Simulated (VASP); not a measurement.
A run of VASP 6.6.1 is set up as follows.

The input INCAR:

```
PREC = Accurate
ENCUT = 600
EDIFF = 1E-6
ISMEAR = 0
SIGMA = 0.02
LREAL = F
LASPH = T
NELM = 80
ALGO = Normal
ISIF = 3
LWAVE = F
LCHARG = F
GGA = PE
IBRION = 2
NSW = 100
EDIFFG = -0.002
```

Contents of KPOINTS:

```
Automatic mesh
0
Gamma
  9 9 6
```

POSCAR

```
AlN
1.0
    3.1120000000      0.0000000000      0.0000000000
   -1.5560000000      2.6950710566      0.0000000000
    0.0000000000      0.0000000000      4.9820000000
Al N
2 2
Direct
    0.3333333333      0.6666666667      0.0000000000
    0.6666666667      0.3333333333      0.5000000000
    0.3333333333      0.6666666667      0.3820000000
    0.6666666667      0.3333333333      0.8820000000
```

Potentials or basis: VASP PAW PBE potentials, release 64 (Al, N).

Launch:

```console
$ cat potpaw_PBE.64/Al/POTCAR potpaw_PBE.64/N/POTCAR > POTCAR
$ mpirun -np 1 vasp_std > vasp.out
```

Task: Estimate the relaxed cell.

Result: a = 3.128 Å, b = 3.128 Å, c = 5.015 Å, α = 90.00°, β = 90.00°, γ = 120.00°.

Task: What does it give for the band gap on the k mesh?

Result: 4.06 eV, direct.

Task: What does it give for the space group after relaxing (to 0.05 Å)?

Result: P6_3mc (No. 186).

Final structure:
```
CELL_PARAMETERS angstrom
3.12802 0.00000 0.00000
-1.56401 2.70895 0.00000
0.00000 0.00000 5.01502
ATOMIC_POSITIONS crystal
Al 0.33333 0.66667 0.00024
Al 0.66667 0.33333 0.50024
N 0.33333 0.66667 0.38176
N 0.66667 0.33333 0.88176
```

A k mesh can miss the band edges.
